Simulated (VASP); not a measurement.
Input of a VASP 6.6.1 run:

The input INCAR:

```
PREC = Accurate
ENCUT = 520
EDIFF = 1E-7
ISMEAR = 0
SIGMA = 0.1
LREAL = False
LASPH = True
NELM = 100
ALGO = Normal
ISIF = 2
LWAVE = False
LCHARG = False
GGA = PE
NBANDS = 21
```

The input KPOINTS:

```
Automatic mesh
0
Gamma
  4 4 4
```

The input POSCAR:

```
CsBe3Ag
1.0
    4.0807238000      0.0000000000      0.0000000000
    0.0000000000      4.0807238000      0.0000000000
    0.0000000000      0.0000000000      5.4978145400
Cs Be Ag
1 3 1
Direct
    0.5000000000      0.5000000000      0.7217770800
    0.5000000000      0.0000000000      0.2377544000
    0.0000000000      0.5000000000      0.2377544000
    0.0000000000      0.0000000000      0.5922929600
    0.0000000000      0.0000000000      0.0108211200
```

Potentials or basis: VASP PAW PBE potentials, release 64 (Cs_sv, Be, Ag).

Launch:

```console
$ cat potpaw_PBE.64/Cs_sv/POTCAR potpaw_PBE.64/Be/POTCAR potpaw_PBE.64/Ag/POTCAR > POTCAR
$ mpirun -np 1 vasp_std > vasp.out
```

(1) Predict the largest force.

(2) Estimate the pressure.

(3) What does it give for the band gap on the k mesh?

## Answers

(1) 2.292 eV/Å.

(2) 7.1 GPa.

(3) zero (bands 13 and 14 overlap by 1.82 eV).

Caveat: the k points lie up to 0.38 Å⁻¹ apart, too coarse for converged energies and pressures of a metal; spin-orbit coupling is left out, which moves the levels of the heavy elements; forces of over 1 eV/Å act on the atoms, so gaps and moduli don't describe the material at rest.
